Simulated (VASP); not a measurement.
Wanted: the native input for a VASP 6.6.1 run.

| Quantity | Value |
| --- | --- |
| Task | single point |
| Functional | PBE |
| Potentials or basis | VASP PAW PBE potentials, release 64 (Hg) |
| Cutoff | 520 eV |
| k mesh | 11 × 11 × 11 |
| Occupations | fermi-dirac, width 0.05 eV |
| Spin | no spin polarisation |
| Dipole correction | no |
| Further INCAR settings | ALGO = Normal; EDIFF = 1e-06; NBANDS = 19 |

The structure of Hg lies in POSCAR:

```
Hg
1.0
    0.0000000000      3.6194961567      3.6194961567
    3.6194961567      0.0000000000      3.6194961567
    3.6194961567      3.6194961567      0.0000000000
Hg
2
Direct
   -0.1250000000     -0.1250000000     -0.1250000000
    0.1250000000      0.1250000000      0.1250000000
```

One way to write it, as run:

INCAR

```
SYSTEM = Hg
  ALGO = Normal
  EDIFF = 1E-6
  ENCUT = 520
  GGA = PE
  ISIF = 2
  ISMEAR = -1
  LASPH = .True.
  LCHARG = .False.
  LREAL = .False.
  LWAVE = .False.
  NBANDS = 19
  NELM = 80
  PREC = Accurate
  SIGMA = 0.05
```

KPOINTS

```
k-points
0
Gamma
  11 11 11
  0 0 0
```

Potentials or basis: VASP PAW PBE potentials, release 64 (Hg).

Command:

```console
$ cat potpaw_PBE.64/Hg/POTCAR > POTCAR
$ mpirun -np 1 vasp_std > vasp.out
```

It gave:

```
Pressure               : 0.3 GPa
Band gap on the k mesh : zero (bands 12 and 13 overlap by 0.77 eV)
```

Caveat: spin-orbit coupling is left out, which moves the levels of the heavy elements.

Wall time 29 s on 1 thread of Intel(R) Xeon(R) 6975P-C (Granite Rapids), on a shared host, peak memory 0.27 GiB.
